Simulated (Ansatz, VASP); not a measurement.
## One calculation of ZnO, two programs

```xyz
4
Lattice="3.2305 0.0000 0.0000 -1.6152 2.7977 0.0000 0.0000 0.0000 4.9012" Properties=species:S:1:pos:R:3 pbc="T T T"
Zn    1.6152    0.9326    2.4062
Zn    0.0000    1.8651   -0.0444
O     1.6152    0.9326    4.3590
O     0.0000    1.8651    1.9084
```

Alike in both runs: task single point; functional PBEsol; k mesh 12 × 12 × 6; occupations gaussian, width 0.02 eV; no spin polarisation.

```csv
,VASP,Ansatz
version,VASP 6.6.1,Ansatz 0.2.0
potentials or method,"VASP PAW PBE potentials, release 64 (Zn, O), cutoff 520 eV","scalar-relativistic, plane waves, PAW"
valence electrons in the cell,36,36
```

|  | VASP | Ansatz | Ansatz less VASP |
| --- | --- | --- | --- |
| gap on the k mesh at the Fermi level (eV) | 0.85 | 0.86 | +0.012 |
| least direct gap on the mesh (eV) | 0.85 | 0.86 | +0.012 |
| pressure (GPa) | 10.8 | 9.6 | -1.22 |
| traceless stress, the component that is largest in VASP (GPa) | 2.89 | 2.91 | +0.021 |
| rms of the force components (eV/Å) | 0.005 | 0.000 | -0.0048 |

VASP's potentials were made for PBE, not for PBEsol. Atom by atom the forces differ by 0.005 eV/Å (rms over components).
